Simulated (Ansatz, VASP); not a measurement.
# Two plane-wave programs on BPd4

```
B Pd
1.0
     2.89203    0.00000    0.00000
     0.00000    4.36501    0.00000
     0.00000    0.00000    5.85632
B Pd
1 4
Direct
  0.50000 0.00000 0.86323
  0.50000 0.50000 0.86756
  0.00000 0.50000 0.32916
  0.00000 0.00000 0.61947
  0.50000 0.00000 0.19758
```

Alike in both runs: task single point; functional PBE; k mesh 6 × 4 × 4; occupations gaussian, width 0.0051 eV; no spin polarisation.

```csv
,VASP,Ansatz
version,VASP 6.6.1,Ansatz 0.2.0
potentials or method,"VASP PAW PBE potentials, release 64 (B, Pd_sv_GW), cutoff 630 eV","scalar-relativistic, plane waves, PAW"
valence electrons in the cell,75,75
```

Ansatz gave:

* gap on the k mesh at the Fermi level (eV): none
* pressure (GPa): -1.3
* traceless stress, the component that is largest in VASP (GPa): -0.94
* rms of the force components (eV/Å): 0.092

Task: Which values does VASP return?

Result: gap on the k mesh at the Fermi level (eV): none; pressure (GPa): -1.7; traceless stress, the component that is largest in VASP (GPa): -0.95; rms of the force components (eV/Å): 0.088.

Atom by atom the forces differ by 0.006 eV/Å (rms over components). A gap of «none» marks a metal or a gap that the smearing closes.

The k mesh is coarse, so the values compare programs but aren't converged.
